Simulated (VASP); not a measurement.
Crystal: CO2.

```
O C
1.0
    -1.97473    1.97473    3.01406
     1.97473   -1.97473    3.01406
     1.97473    1.97473   -3.01406
O C
4 2
Direct
  0.87500 0.95980 0.58480
  0.37500 0.29020 0.41520
  0.04020 0.62500 0.91520
  0.70980 0.12500 0.08480
  0.00000 0.00000 0.00000
  0.75000 0.25000 0.50000
```

- Program: VASP 6.6.1
- Task: relaxation of cell and atoms
- Functional: RPBE
- Dispersion: D4
- Potentials or basis: VASP PAW PBE potentials, release 64 (O, C)
- Cutoff: 600 eV
- k mesh: 9 × 9 × 9
- Occupations: fermi-dirac, width 0.05 eV
- Spin: no spin polarisation

At the start: pressure -0.2 GPa; volume 7.84 Å³/atom.

Problem. How do energy, volume and symmetry change on relaxing?

Solution. Over 9 steps the energy falls by 2.0 meV/atom and the volume is 7.72 Å³/atom (-1.5 %); space group I-42d (No. 122, to 0.1 Å) before and after.

Step by step:
| step | energy change (eV) | largest force (eV/Å) | pressure (GPa) | volume (Å³) |
| --- | --- | --- | --- | --- |
| 1 | 0.0000 | 0.2724 | -0.16 | 47.01 |
| 2 | -0.0074 | 0.0388 | -2.36 | 46.96 |
| 3 | -0.0074 | 0.0128 | -2.17 | 46.97 |
| 4 | -0.0111 | 0.0149 | 0.49 | 46.23 |
| 5 | -0.0113 | 0.0098 | -0.03 | 46.37 |
| 6 | -0.0116 | 0.0121 | 0.02 | 46.35 |
| 7 | -0.0120 | 0.0209 | 0.15 | 46.28 |
| 8 | -0.0119 | 0.0352 | -0.52 | 46.33 |
| 9 | -0.0120 | 0.0028 | -0.06 | 46.30 |

Final structure:
```
O C
1.0
    -1.96403    1.96403    3.00041
     1.96403   -1.96403    3.00041
     1.96403    1.96403   -3.00041
O C
4 2
Direct
  0.87500 0.95452 0.57952
  0.37500 0.29548 0.42048
  0.04548 0.62500 0.92048
  0.70452 0.12500 0.07952
  0.00000 0.00000 0.00000
  0.75000 0.25000 0.50000
```

Caveat: the PAW data sets were made with another functional, which shifts forces and pressure a little.
